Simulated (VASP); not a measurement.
# Al3O in VASP: a series of runs, part 2 of 2

VASP 6.6.1. Earlier steps stand in the parts before.

## (4) Single point, LDA

The input, INCAR:

```
SYSTEM = Al3O
PREC     = Accurate       ! precision mode
ENCUT    = 520            ! plane-wave cutoff, eV
EDIFF    = 1E-7           ! SCF threshold, eV
ISMEAR   = 0              ! smearing method
SIGMA    = 0.1            ! smearing width, eV
LREAL    = .False.        ! projectors in reciprocal space
LASPH    = .True.         ! aspherical terms in the spheres
NELM     = 80             ! most SCF steps
ALGO     = Normal         ! electronic algorithm
ISIF     = 2              ! what is computed and relaxed
LWAVE    = .False.        ! write WAVECAR
LCHARG   = .False.        ! write CHGCAR
LDIPOL   = .True.       
IDIPOL   = 3            
DIPOL    = 0.5 0.5 0.321
NBANDS   = 16             ! bands
```

The input, KPOINTS:

```
regular mesh
0
Gamma
  9 9 1
  0 0 0
```

The input, POSCAR:

```
Al3O
1.0
    2.8168432364      0.0000000000      0.0000000000
    0.0000000000      2.8168432364      0.0000000000
    0.0000000000      0.0000000000     21.1042970937
Al O
3 1
Direct
    0.5000000000      0.5000000000      0.1895348602
    0.0000000000      0.0000000000      0.2867549192
    0.5000000000      0.5000000000      0.3840117042
    0.8333333333      0.8333333333      0.4252355363
```

Potentials or basis: VASP PAW LDA potentials, release 64 (Al, O).

Started as:

```console
> cat potpaw_LDA.64/Al/POTCAR potpaw_LDA.64/O/POTCAR > POTCAR
> mpirun -np 1 vasp_std > vasp.out
```

OUTCAR:

```text
SYSTEM = Al3O
   PREC = Accurate
   ENCUT = 520
   EDIFF = 1E-7
   ISMEAR = 0
   LREAL = .False.
   LASPH = .True.
   NELM = 80
   ISIF = 2

 ion  position               nearest neighbor table
   1  0.500  0.500  0.190-   2 2.86   2 2.86   2 2.86   2 2.86
   2  0.000  0.000  0.287-   1 2.86   1 2.86   1 2.86   1 2.86   3 2.86   3 2.86   3 2.86   3 2.86

   3  0.500  0.500  0.384-   4 1.59   4 2.27   4 2.27   2 2.86   2 2.86   2 2.86   2 2.86
   4  0.833  0.833  0.425-   3 1.59   3 2.27   3 2.27

  LATTYP: Found a simple tetragonal cell.
 ALAT       =     2.8168432364
 C/A-ratio  =     7.4921801899

  Lattice vectors:

 A1 = (   2.8168432364,   0.0000000000,   0.0000000000)
 A2 = (   0.0000000000,   2.8168432364,   0.0000000000)
 A3 = (   0.0000000000,   0.0000000000,  21.1042970937)

Analysis of symmetry for initial positions (statically):
=====================================================================
 Subroutine PRICEL returns:
 Original cell was already a primitive cell.

 Routine SETGRP: Setting up the symmetry group for a
 simple tetragonal supercell.

 Subroutine GETGRP returns: Found  2 space group operations
 (whereof  2 operations were pure point group operations)
 out of a pool of 16 trial point group operations.

The static configuration has the point symmetry C_1h.

Analysis of symmetry for dynamics (positions and initial velocities):
=====================================================================
 Subroutine PRICEL returns:
 Original cell was already a primitive cell.

 Routine SETGRP: Setting up the symmetry group for a
 simple tetragonal supercell.

 Subroutine GETGRP returns: Found  2 space group operations
 (whereof  2 operations were pure point group operations)
 out of a pool of 16 trial point group operations.

The dynamic configuration has the point symmetry C_1h.

 Subroutine INISYM returns: Found  2 space group operations
 (whereof  2 operations are pure point group operations),
 and found     1 'primitive' translations

----------------------------------------------------------------------------------------

                                     Primitive cell

  volume of cell :     167.4543

  direct lattice vectors                    reciprocal lattice vectors
     2.816843236  0.000000000  0.000000000     0.355007331  0.000000000  0.000000000
     0.000000000  2.816843236  0.000000000     0.000000000  0.355007331  0.000000000
     0.000000000  0.000000000 21.104297094     0.000000000  0.000000000  0.047383715

  length of vectors
     2.816843236  2.816843236 21.104297094     0.355007331  0.355007331  0.047383715

  position of ions in fractional coordinates (direct lattice)
     0.500000000  0.500000000  0.189534860
     0.000000000  0.000000000  0.286754919
     0.500000000  0.500000000  0.384011704
     0.833333333  0.833333333  0.425235536

  ion indices of the primitive-cell ions
   primitive index   ion index
                 1           1
                 2           2
                 3           3
                 4           4

----------------------------------------------------------------------------------------

 KPOINTS: regular mesh

Automatic generation of k-mesh.
 Grid dimensions read from file:
 generate k-points for:    9    9    1

 Generating k-lattice:

[... 43 lines left out ...]
   number of dos      NEDOS =    301   number of ions     NIONS =      4
   total plane-waves  NPLWV =  92160
   dimension x,y,z NGX =    24 NGY =   24 NGZ =  160
   dimension x,y,z NGXF=    48 NGYF=   48 NGZF=  320
   ions per type =               3   1
   NGX,Y,Z   is equivalent  to a cutoff of  14.16, 14.16, 12.60 a.u.
   NGXF,Y,Z  is equivalent  to a cutoff of  28.33, 28.33, 25.21 a.u.
 SYSTEM =  Al3O
   PREC   = accura    normal or accurate (medium, high low for compatibility)
   ISTART =      0    job   : 0-new  1-cont  2-samecut
   ICHARG =      2    charge: 1-file 2-atom 10-const
   ISPIN  =      1    spin polarized calculation?
   LNONCOLLINEAR =      F non collinear calculations
   LSORBIT =      F    spin-orbit coupling
   LASPH  =      T    aspherical Exc in radial PAW
   ENCUT  =  520.0 eV  38.22 Ry    6.18 a.u.   5.24  5.24 39.24*2*pi/ulx,y,z
   NELM   =     80;   NELMIN=  2; NELMDL= -5     # of ELM steps
   EDIFF  = 0.1E-06   stopping-criterion for ELM
   LREAL  =      F    real-space projection
   EDIFFG = 0.1E-05   stopping-criterion for IOM
   NSW    =      0    number of steps for IOM
   IBRION =     -1    ionic relax: 0-MD 1-quasi-New 2-CG
   NFREE  =      0    steps in history (QN), initial steepest desc. (CG)
   ISIF   =      2    stress and relaxation
   ISYM   =      2    0-nonsym 1-usesym 2-fastsym
   POTIM  = 0.5000    time-step for ionic-motion
   TEBEG  =    0.0;   TEEND  =   0.0 temperature during run
   PSTRESS=    0.0 pullay stress
   NELECT =      15.0000    total number of electrons
   NUPDOWN=      -1.0000    fix difference up-down
   EMIN   =  10.00;   EMAX   =-10.00  energy-range for DOS
   EFERMI =   0.00;   METHOD = LEGACY
   ISMEAR =     0;   SIGMA  =   0.10  broadening in eV -4-tet -1-fermi 0-gaus
   EFERMI_NEDOS =   21; number of points for ismear=-14 and -15
   IALGO  =     38    algorithm
   IMIX   =      4    mixing-type and parameters
     AMIX     =   0.40;   BMIX     =  1.00
     AMIX_MAG =   1.60;   BMIX_MAG =  1.00
  volume/ion in A,a.u.               =      41.86       282.51
  Fermi-wavevector in a.u.,A,eV,Ry     =   0.732498  1.384221  7.300253  0.536553
  Thomas-Fermi vector in A             =   1.824976
   LORBIT       =      0    0 simple, 1 ext, 2 COOP (PROOUT), +10 PAW based schemes
   GGA     = CA    functional components
   LHFCALC =     F    Hartree Fock is set to
   AEXX    =    0.0000 exact exchange contribution
   IVDW    =     0    specifies the selected vdW correction
   LEPSILON=     F    determine dielectric tensor
   LRPA    =     F    only Hartree local field effects (RPA)
 non-spin polarized calculation
 Gauss-broadening in eV      SIGMA  =   0.10
  energy-cutoff  :      520.00
  volume of cell :      167.45
 maximum number of plane-waves:      4559
 NGX is ok and might be reduce to    24
   NGX = 11   NGY = 11   NGZ = 79

 number of electron      15.0000003 magnetization

 dipolmoment           0.000000      0.000000      0.112406 electrons x Angstroem

 Free energy of the ion-electron system (eV)
  ---------------------------------------------------
  ext. energy  EPLUGINS =         0.00000000
  ---------------------------------------------------
  free energy    TOTEN  =       -20.10797168 eV

  energy without entropy =      -20.10108625  energy(sigma->0) =      -20.10452896

 E-fermi :  -1.4531     XC(G=0):  -4.2560

 val. band max:       -1.4941767079   @ k =   0.3333   0.2222   0.0000
 cond. band min:      -1.4446229871   @ k =  -0.2222   0.3333   0.0000
 fundamental gap:      0.0495537209
 Fermi energy:        -1.4530559435

 k-point     1 :       0.0000    0.0000    0.0000
  band No.  band energies     occupation
      1     -20.2237      2.00000
      2     -11.8026      2.00000
      3      -9.2082      2.00000
      4      -5.8301      2.00000
      5      -4.2963      2.00000
      6      -3.9970      2.00000
[... 433 lines left out ...]
      3      -6.7453      2.00000
      4      -5.0255      2.00000
      5      -4.1951      2.00000
      6      -3.2409      2.00000
[... 8 lines left out ...]
     15       3.5564      0.00000
     16       5.1555      0.00000

 [... further k-points ...]

------------------------ aborting loop because EDIFF is reached ----------------------------------------

 vacuum level on the upper side and lower side of the slab       (xc-potential included)         1.228        -1.274

  FORCE on cell =-STRESS in cart. coord.  units (eV):
  Direction    XX          YY          ZZ          XY          YZ          ZX
  --------------------------------------------------------------------------------------
  -------------------------------------------------------------------------------------
  Total       -1.1869859     -1.1869859      1.5893818      4.7082902      2.3700186      2.3700186
  in kB      -11.3569023    -11.3569023     15.2069657     45.0482118     22.6759813     22.6759813
  external PRESSURE =      -2.5022796 kB  Pullay stress =       0.0000000 kB

 VOLUME and BASIS-vectors are now :
 -----------------------------------------------------------------------------
  energy-cutoff  :      520.00
  volume of cell :      167.45
      direct lattice vectors                 reciprocal lattice vectors
     2.816843236  0.000000000  0.000000000     0.355007331  0.000000000  0.000000000
     0.000000000  2.816843236  0.000000000     0.000000000  0.355007331  0.000000000
     0.000000000  0.000000000 21.104297094     0.000000000  0.000000000  0.047383715

 POSITION                                       TOTAL-FORCE (eV/Angst)
 -----------------------------------------------------------------------------------
      1.40842      1.40842      4.00000         0.028729      0.028729     -0.215295
      0.00000      0.00000      6.05176         0.158823      0.158823     -0.181498
      1.40842      1.40842      8.10430        -3.422621     -3.422621     -0.006684
      2.34737      2.34737      8.97430         3.235069      3.235069      0.403477
 -----------------------------------------------------------------------------------
    total drift:                                0.000202      0.000202      0.000068

  FREE ENERGIE OF THE ION-ELECTRON SYSTEM (eV)
  ---------------------------------------------------
  free  energy   TOTEN  =       -20.1079716797 eV

  energy  without entropy=      -20.1010862464  energy(sigma->0) =      -20.10452896

 vacuum level on the upper side and lower side of the slab         5.578         3.001
```

It took 59 s on 1 thread of Intel Xeon 6975P-C (Granite Rapids), shared host; peak memory 0.25 GiB.

What came out:

- Free energy: -20.1080 eV
- Largest force: 4.840 eV/Å

Forces on the atoms (eV/Å):
```
Al   0.029  0.029 -0.215
Al   0.159  0.159 -0.181
Al  -3.423 -3.423 -0.007
O    3.235  3.235  0.403
```

Levels at points of the mesh, in eV from the Fermi level:
| k point | band 3 | band 4 | band 5 | band 6 | band 7 | band 8 | band 9 | band 10 | band 11 | band 12 |
| --- | --- | --- | --- | --- | --- | --- | --- | --- | --- | --- |
| (0.00, 0.00, 0.00) | -7.76 | -4.38 | -2.84 | -2.54 | -1.90 | 1.20 | 3.54 | 4.98 | 6.25 | 6.26 |

Caveat: an odd number of electrons without spin polarisation forces a metal; a magnetic or distorted state may lie lower.

## (5) Single point, LDA

The input, INCAR:

```
PREC     = Accurate       # precision mode
ENCUT    = 520            # plane-wave cutoff, eV
EDIFF    = 1E-6           # SCF threshold, eV
ISMEAR   = 0              # smearing method
SIGMA    = 0.1            # smearing width, eV
LREAL    = F              # projectors in reciprocal space
LASPH    = T              # aspherical terms in the spheres
NELM     = 60             # most SCF steps
ALGO     = Normal         # electronic algorithm
ISIF     = 2              # what is computed and relaxed
LWAVE    = F              # write WAVECAR
LCHARG   = F              # write CHGCAR
LDIPOL   = T            
IDIPOL   = 3            
DIPOL    = 0.5 0.5 0.335
NBANDS   = 16             # bands
```

The input, KPOINTS:

```
regular mesh
0
Gamma
  9 9 1
```

Edit POSCAR of step 4 so:

```diff
@@ -11,2 +11,2 @@
     0.5000000000      0.5000000000      0.3840117042
-    0.8333333333      0.8333333333      0.4252355363
+    0.8333333333      0.8333333333      0.4802006458
```

Started as:

```console
> cat potpaw_LDA.64/Al/POTCAR potpaw_LDA.64/O/POTCAR > POTCAR
> mpirun -np 1 vasp_std > vasp.out
```

Run time: 52 s. Hardware: 1 thread of Intel Xeon 6975P-C (Granite Rapids), shared host; peak memory 0.25 GiB.

It converged, with:

```yaml
Free_energy: -15.7049 eV
Largest_force: 3.664 eV/Å
```

Forces in eV/Å, atoms in the order of the input:
```
Al  -0.012 -0.012 -0.162
Al   0.033  0.033  0.230
Al   0.504  0.504  3.520
O   -0.526 -0.526 -3.588
```

Levels at points of the mesh, in eV from the Fermi level:
| k point | band 5 | band 6 | band 7 | band 8 | band 9 | band 10 | band 11 | band 12 |
| --- | --- | --- | --- | --- | --- | --- | --- | --- |
| (0.00, 0.00, 0.00) | -2.24 | 0.13 | 0.14 | 0.27 | 3.10 | 4.78 | 6.09 | 6.31 |

Caveat: an odd number of electrons without spin polarisation forces a metal; a magnetic or distorted state may lie lower.

## (6) Single point, LDA

The input, INCAR:

```
SYSTEM = Al3O
PREC     = Accurate       ! precision mode
ENCUT    = 520            ! plane-wave cutoff, eV
EDIFF    = 1E-6           ! SCF threshold, eV
ISMEAR   = 0              ! smearing method
SIGMA    = 0.1            ! smearing width, eV
LREAL    = .False.        ! projectors in reciprocal space
LASPH    = .True.         ! aspherical terms in the spheres
NELM     = 60             ! most SCF steps
ALGO     = Normal         ! electronic algorithm
ISIF     = 2              ! what is computed and relaxed
LWAVE    = .False.        ! write WAVECAR
LCHARG   = .False.        ! write CHGCAR
LDIPOL   = .True.       
IDIPOL   = 3            
DIPOL    = 0.5 0.5 0.346
NBANDS   = 16             ! bands
```

The input, KPOINTS:

```
regular mesh
0
Gamma
  9 9 1
  0 0 0
```

Edit POSCAR of step 5 so:

```diff
@@ -11,2 +11,2 @@
     0.5000000000      0.5000000000      0.3840117042
-    0.8333333333      0.8333333333      0.4802006458
+    0.8333333333      0.8333333333      0.5228459894
```

Potentials or basis: VASP PAW LDA potentials, release 64 (Al, O).

Started as:

```console
> cat potpaw_LDA.64/Al/POTCAR potpaw_LDA.64/O/POTCAR > POTCAR
> mpirun -np 1 vasp_std > vasp.out
```

It took 68 s on 1 thread of Intel Xeon 6975P-C (Granite Rapids), shared host; peak memory 0.25 GiB.

Results (log left out):

```yaml
Free_energy: -13.6586 eV
Largest_force: 1.380 eV/Å
```

Forces on the atoms (eV/Å):
```
Al  -0.007 -0.007 -0.183
Al  -0.003 -0.003  0.053
Al   0.119  0.119  1.370
O   -0.109 -0.109 -1.240
```

Levels at points of the mesh, in eV from the Fermi level:
```
           k point  band 4  band 5  band 6  band 7  band 8  band 9  band 10  band 11  band 12  band 13
(0.00, 0.00, 0.00)   -4.84   -1.93   -0.38    0.43    0.43    2.59     4.60     6.14     6.19     6.53
```

Caveat: an odd number of electrons without spin polarisation forces a metal; a magnetic or distorted state may lie lower.
